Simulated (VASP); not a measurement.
Wanted: the native input for a VASP 6.6.1 run.

- Task: single point
- Functional: PBE
- Potentials or basis: VASP PAW PBE potentials, release 64 (Cd, F)
- Cutoff: 520 eV
- k mesh: 8 × 8 × 8
- Occupations: fermi-dirac, width 0.02 eV
- Spin: no spin polarisation
- Dipole correction: no
- Further INCAR settings: ALGO = Normal; EDIFF = 1e-06; NBANDS = 20

The structure of CdF2 lies in POSCAR:

```
CdF2
1.0
   -0.0188215442      2.6877493542      2.6877493542
    2.6877493542     -0.0188215442      2.6877493542
    2.6877493542      2.6877493542     -0.0188215442
Cd F
1 2
Direct
    0.0000000000      0.0000000000      0.0000000000
    0.2502885381      0.2502885381      0.2502885381
    0.7497114619      0.7497114619      0.7497114619
```

This cell differs from its parent crystal: epitaxial 111 strain +0.5%.

The input as run:

INCAR

```
  PREC = Accurate
  ENCUT = 520
  EDIFF = 1E-6
  ISMEAR = -1
  SIGMA = 0.02
  LREAL = False
  LASPH = True
  NELM = 100
  ALGO = Normal
  ISIF = 2
  LWAVE = False
  LCHARG = False
  GGA = PE
  NBANDS = 20
```

KPOINTS

```
Automatic mesh
0
Gamma
  8 8 8
```

Potentials or basis: VASP PAW PBE potentials, release 64 (Cd, F).

Command:

```sh
$ cat potpaw_PBE.64/Cd/POTCAR potpaw_PBE.64/F/POTCAR > POTCAR
$ mpirun -np 1 vasp_std > vasp.out
```

Results of the run:

```json
{
 "Pressure": "5.8 GPa",
 "Largest force": "0.015 eV/Å",
 "Band gap on the k mesh": "3.06 eV, indirect (least direct gap 3.53 eV)"
}
```

Caveat: the cell differs from its parent crystal (epitaxial 111 strain +0.5%).

Wall time 27 s on 1 thread of Intel(R) Xeon(R) Platinum 8488C (Sapphire Rapids), on a shared host, peak memory 0.18 GiB.
